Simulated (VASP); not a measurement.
The system is Hg3Pt.

```xyz
4
Lattice="4.3442 0.0000 0.0000 0.0000 4.3442 0.0000 0.0000 0.0000 4.3442" Properties=species:S:1:pos:R:3 pbc="T T T"
Hg    0.0000    2.1721    2.1721
Hg    2.1721    0.0000    2.1721
Hg    2.1721    2.1721    0.0000
Pt    0.0000    0.0000    0.0000
```

Base run:

| Item | Value |
| --- | --- |
| Program | VASP 6.6.1 |
| Functional | PBE |
| Potentials or basis | VASP PAW PBE potentials, release 64 (Hg, Pt) |
| Cutoff | 500 eV |
| k mesh | 6 × 6 × 6 |
| Occupations | methfessel-paxton, width 0.15 eV |
| Spin | no spin polarisation |

Its results: band gap on the k mesh zero (bands 23 and 24 overlap by 2.72 eV); pressure -0.8 GPa.

Task: The run is repeated on the same cell with these changes: functional from PBE to revPBE. What comes out?

Result: Band gap on the k mesh zero (bands 23 and 24 overlap by 2.72 eV); pressure 1.4 GPa.

revPBE binds less tightly than PBE, so the same cell stands under more pressure.

Caveats: spin-orbit coupling is left out, which moves the levels of the heavy elements; the PAW data sets were made with another functional, which shifts forces and pressure a little (at least some runs).
